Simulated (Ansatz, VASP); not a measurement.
## HfO2: VASP beside Ansatz

```
Hf O
1.0
     4.83830    0.00000    0.00000
     0.00000    4.83830    0.00000
     0.00000    0.00000    3.21999
Hf O
2 4
Direct
  0.00000 0.00000 0.00000
  0.50000 0.50000 0.50000
  0.19495 0.80505 0.50000
  0.30505 0.30505 0.00000
  0.69495 0.69495 0.00000
  0.80505 0.19495 0.50000
```

Alike in both runs: task single point; functional HSE06; k mesh 2 × 2 × 4; no spin polarisation.

|  | VASP | Ansatz |
| --- | --- | --- |
| version | VASP 6.6.1 | Ansatz 0.2.0 |
| potentials or method | VASP PAW PBE potentials, release 64 (Hf_pv, O) | plane waves |
| plane-wave cutoff (eV) | 520 | 420 |
| occupations | gaussian, width 0.01 eV | fixed |
| valence electrons in the cell | 44 | 76 |

|  | VASP | Ansatz | Ansatz less VASP |
| --- | --- | --- | --- |
| gap on the k mesh at the Fermi level (eV) | 5.52 | 5.63 | +0.106 |
| pressure (GPa) | -3.7 | 0.4 | +4.10 |
| traceless stress, the component that is largest in VASP (GPa) | -0.55 | 0.22 | +0.773 |
| rms of the force components (eV/Å) | 0.056 | 0.031 | -0.0244 |

Atom by atom the forces differ by 0.024 eV/Å (rms over components). One of these differences is far larger than is usual between the two programs; its cause wasn't traced. VASP's potentials hold 44 valence electrons a cell and Ansatz's 76, so a difference there can come from the potentials and not from the codes. Ansatz's warnings: exchange mesh not taken up, stress exchange threshold loose, stress scf threshold loose.

The k mesh is coarse, so the values compare programs but aren't converged. Spin-orbit coupling is off throughout.
